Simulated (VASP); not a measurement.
A run of VASP 6.6.1:

Contents of POSCAR:

```
ZnSn3
1.0
    0.0000000000      3.7006940000      3.7006940000
    3.7006940000      0.0000000000      3.7006940000
    3.7006940000      3.7006940000      0.0000000000
Zn Sn
1 3
Direct
    0.0000000000      0.0000000000      0.0000000000
    0.2500000000      0.2500000000      0.2500000000
    0.7500000000      0.7500000000      0.7500000000
    0.5000000000      0.5000000000      0.5000000000
```

Contents of INCAR.step1:

```
SYSTEM = ZnSn3
  PREC = Accurate
  ENCUT = 520
  ISMEAR = 1
  SIGMA = 0.2
  LREAL = .FALSE.
  LASPH = .TRUE.
  NELM = 60
  NBANDS = 35
  GGA = PE
  ALGO = Normal
  EDIFF = 1E-4
  LWAVE = .TRUE.
  LCHARG = .FALSE.
```

Contents of INCAR.step2:

```
SYSTEM = ZnSn3
  PREC = Accurate
  ENCUT = 520
  EDIFF = 1E-6
  ISMEAR = 1
  SIGMA = 0.2
  LREAL = .FALSE.
  LASPH = .TRUE.
  NELM = 60
  ALGO = Normal
  ISIF = 2
  LWAVE = .FALSE.
  LCHARG = .FALSE.
  METAGGA = R2SCAN
  LMIXTAU = .TRUE.
  IVDW = 13
  VDW_S6 = 1.0
  VDW_S8 = 0.6018749
  VDW_A1 = 0.51559235
  VDW_A2 = 5.77342911
  NBANDS = 35
  ISTART = 1
```

KPOINTS

```
Automatic mesh
0
G
  4 4 4
  0 0 0
```

Potentials or basis: VASP PAW PBE potentials, release 64 (Zn, Sn_d).

Launch:

```sh
$ cat potpaw_PBE.64/Zn/POTCAR potpaw_PBE.64/Sn_d/POTCAR > POTCAR
$ cp INCAR.step1 INCAR
$ mpirun -np 1 vasp_std > vasp.out
$ cp INCAR.step2 INCAR
$ mpirun -np 1 vasp_std > vasp.out
```

Hardware: 1 thread of AMD EPYC 7R13 (shared host).

Estimate the wall time of this run.

It took 4.9 min on 1 thread of AMD EPYC 7R13, with other jobs on the host, peak memory 0.23 GiB. Counts: k points 8.
